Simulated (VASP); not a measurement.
Set up this calculation in VASP 6.6.1, as the native input.

- Task: single point
- Functional: LDA
- Potentials or basis: VASP PAW LDA potentials, release 64 (Te, Pb_d)
- Cutoff: 500 eV
- k mesh: 6 × 6 × 6
- Occupations: gaussian, width 0.01 eV
- Spin: no spin polarisation
- Dipole correction: no
- Further INCAR settings: ALGO = Normal; EDIFF = 1e-06; NBANDS = 17

The structure of TePb lies in POSCAR:

```
TePb
1.0
    3.2400936655      3.2400936655      0.0000000000
   -3.2400936655      3.2400936655      0.0000000000
    0.0000000000      3.2400936655      3.2400936655
Te Pb
1 1
Direct
    0.5000000000      0.5000000000      0.0000000000
    0.0000000000      0.0000000000      0.0000000000
```

These files were run (other wordings do the same):

INCAR

```
ALGO = Normal
EDIFF = 1E-6
ENCUT = 500
GGA = CA
GGA_COMPAT = False
ISIF = 2
ISMEAR = 0
LASPH = True
LCHARG = False
LREAL = False
LWAVE = False
NBANDS = 17
NELM = 120
PREC = Accurate
SIGMA = 0.01
```

KPOINTS

```
k-points
0
Gamma
  6 6 6
```

Potentials or basis: VASP PAW LDA potentials, release 64 (Te, Pb_d).

Run with:

```bash
$ cat potpaw_LDA.64/Te/POTCAR potpaw_LDA.64/Pb_d/POTCAR > POTCAR
$ mpirun -np 1 vasp_std > vasp.out
```

It gave:

* Pressure: -2.0 GPa
* Band gap on the k mesh: 0.65 eV

Caveat: spin-orbit coupling is left out, which moves the levels of the heavy elements.

Run time: 8.7 s on 1 thread of Intel(R) Xeon(R) Platinum 8559C (Emerald Rapids), on a shared host, peak memory 0.18 GiB.
